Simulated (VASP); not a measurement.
Wanted: the native input for a VASP 6.6.1 run.

```yaml
Task: single point
Functional: PBE
Potentials_or_basis: VASP PAW PBE potentials, release 64 (In_d, Ga_d, Te)
Cutoff: 520 eV
k_mesh: 4 × 4 × 4
Occupations: gaussian, width 0.1 eV
Spin: no spin polarisation
Dipole_correction: no
Further_INCAR_settings: ALGO = Normal; EDIFF = 1e-06; NBANDS = 30
```

The structure of InGaTe3 lies in POSCAR:

```
InGaTe3
1.0
    5.2075537800      0.0000000000      0.0000000000
    0.0000000000      5.2075537800      0.0000000000
    0.0000000000      0.0000000000      5.2075537800
In Ga Te
1 1 3
Direct
    0.0000000000      0.0000000000      0.0000000000
    0.5000000000      0.5000000000      0.5000000000
    0.5000000000      0.0000000000      0.0000000000
    0.0000000000      0.5000000000      0.0000000000
    0.0000000000      0.0000000000      0.5000000000
```

The cell was built from a structure type or drawn by symmetry, and may not be a known phase.

The input as run:

INCAR

```
SYSTEM = InGaTe3
  ALGO = Normal
  EDIFF = 1E-6
  ENCUT = 520
  GGA = PE
  ISIF = 2
  ISMEAR = 0
  LASPH = .True.
  LCHARG = .True.
  LELF = .True.
  LREAL = .False.
  LVHAR = .True.
  LWAVE = .False.
  NBANDS = 30
  NELM = 60
  PREC = Accurate
  SIGMA = 0.1
```

KPOINTS

```
k-points
0
Gamma
  4 4 4
  0 0 0
```

Potentials or basis: VASP PAW PBE potentials, release 64 (In_d, Ga_d, Te).

The run is started by

```bash
$ cat potpaw_PBE.64/In_d/POTCAR potpaw_PBE.64/Ga_d/POTCAR potpaw_PBE.64/Te/POTCAR > POTCAR
$ mpirun -np 1 vasp_std > vasp.out
```

Results of the run:

```
Pressure               : 15.7 GPa
Band gap on the k mesh : zero (bands 22 and 23 overlap by 1.87 eV)
```

Caveat: the cell stands under pressure; spin-orbit coupling is left out, which moves the levels of the heavy elements.

It took 44 s on 1 thread of Intel Xeon 8259CL, on a shared host, peak memory 0.26 GiB.
